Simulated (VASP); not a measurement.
## K: single point with PBE

The system is K.

```
K
1.0
    -2.55054    2.55054    2.55054
     2.55054   -2.55054    2.55054
     2.55054    2.55054   -2.55054
K
1
Direct
  0.00000 0.00000 0.00000
```

This cell differs from its parent crystal: volume scaled by 0.9.

```json
{
  "Program": "VASP 6.6.1",
  "Task": "single point",
  "Functional": "PBE",
  "Potentials or basis": "VASP PAW PBE potentials, release 64 (K_sv)",
  "Cutoff": "520 eV",
  "k mesh": "10 × 10 × 10",
  "Occupations": "fermi-dirac, width 0.1 eV",
  "Spin": "no spin polarisation"
}
```

```json
{
  "Pressure": "0.5 GPa"
}
```

Levels at points of the mesh, in eV from the Fermi level:
```csv
k point,band 2,band 3,band 4,band 5,band 6,band 7,band 8,band 9
"(0.00, 0.00, 0.00)",-15.52,-15.52,-15.52,-2.31,4.39,4.39,4.39,5.37
"(0.50, 0.00, 0.00)",-15.61,-15.55,-15.52,0.44,0.75,3.20,5.09,5.93
"(0.50, 0.50, 0.50)",-15.59,-15.59,-15.59,1.61,1.61,3.77,3.77,3.77
```

It took 23 s on 1 thread of Intel(R) Xeon(R) Platinum 8259CL CPU @ 2.50GHz (Skylake/Cascade Lake) (shared host), peak memory 0.2 GiB.
